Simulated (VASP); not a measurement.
A run of VASP 6.6.1 is set up as follows.

The input POSCAR:

```
Al
1.0
    2.9530781191      0.0000000000      0.0000000000
   -1.4765390595      2.5574406705      0.0000000000
    0.0000000000      0.0000000000      4.8668500000
Al
2
Direct
    0.6666666667      0.3333333333      0.7500000000
    0.3333333333      0.6666666667      0.2500000000
```

INCAR.step1

```
PREC = Accurate
ENCUT = 520
ISMEAR = 0
SIGMA = 0.15
LREAL = F
LASPH = T
NELM = 60
NBANDS = 10
GGA = PE
ALGO = Normal
EDIFF = 1E-4
LWAVE = T
LCHARG = F
```

The input INCAR.step2:

```
PREC = Accurate
ENCUT = 520
EDIFF = 1E-6
ISMEAR = 0
SIGMA = 0.15
LREAL = F
LASPH = T
NELM = 60
ALGO = Normal
ISIF = 2
LWAVE = F
LCHARG = F
METAGGA = R2SCAN
LMIXTAU = T
NBANDS = 10
ISTART = 1
```

The input KPOINTS:

```
regular mesh
0
Gamma
  21 21 10
```

Potentials or basis: VASP PAW PBE potentials, release 64 (Al).

Run with:

```bash
$ cat potpaw_PBE.64/Al/POTCAR > POTCAR
$ cp INCAR.step1 INCAR
$ mpirun -np 1 vasp_std > vasp.out
$ cp INCAR.step2 INCAR
$ mpirun -np 1 vasp_std > vasp.out
```

Estimate the band gap on the k mesh.

zero (band 3 reaches 11.15 eV, above the bottom of band 4 at 3.76 eV).

What does it give for the pressure?

-9.1 GPa.

Caveat: the cell differs from its parent crystal (strain +0.0500 x Voigt [1, 1, 0, 0, 0, 0]); the PAW data sets were made with another functional, which shifts forces and pressure a little.
